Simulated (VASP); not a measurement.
Write the native input for VASP 6.6.1 that does the following.

| Item | Value |
| --- | --- |
| Task | single point |
| Functional | PBE |
| Potentials or basis | VASP PAW PBE potentials, release 64 (Ni, Si) |
| Cutoff | 520 eV |
| k mesh | 14 × 14 × 7 |
| Occupations | gaussian, width 0.1 eV |
| Spin | collinear spin, antiferromagnetic start |
| Starting moments | [1.0, -1.0, 0.0, 0.0] μB |
| Dipole correction | no |
| Further INCAR settings | ALGO = Normal; EDIFF = 1e-07; NBANDS = 26 |

The structure of SiNi lies in POSCAR:

```
SiNi
1.0
    0.0000000000      2.5746187319      2.5746187319
    2.5746187319      0.0000000000      2.5746187319
    5.1492374638      5.1492374638      0.0000000000
Ni Si
2 2
Direct
    1.0000000000      1.0000000000      0.0000000000
    1.0000000000      1.0000000000      0.5000000000
    0.2500000000      0.2500000000      0.1250000000
    0.2500000000      0.2500000000      0.6250000000
```

The input as run:

INCAR

```
ALGO = Normal
EDIFF = 1E-7
ENCUT = 520
GGA = PE
ISIF = 2
ISMEAR = 0
ISPIN = 2
LASPH = True
LCHARG = False
LMAXMIX = 4
LORBIT = 11
LREAL = False
LWAVE = False
MAGMOM = 1 -1 0 0
NBANDS = 26
NELM = 150
PREC = Accurate
SIGMA = 0.1
```

KPOINTS

```
k-points
0
Gamma
  14 14 7
```

Potentials or basis: VASP PAW PBE potentials, release 64 (Ni, Si).

Run with:

```sh
$ cat potpaw_PBE.64/Ni/POTCAR potpaw_PBE.64/Si/POTCAR > POTCAR
$ mpirun -np 1 vasp_std > vasp.out
```

It gave:

The pressure is 0.0 GPa, the band gap on the k mesh is zero (filled and empty bands overlap) and the net moment is 0.00 μB per cell. The valence electrons inside the program's atomic spheres are Ni 9.47; Si 1.63.

Caveat: the moments typed at the start vanished in this run.

It took 12 min on 1 thread of Intel Xeon 8259CL, on a shared host, peak memory 0.48 GiB.
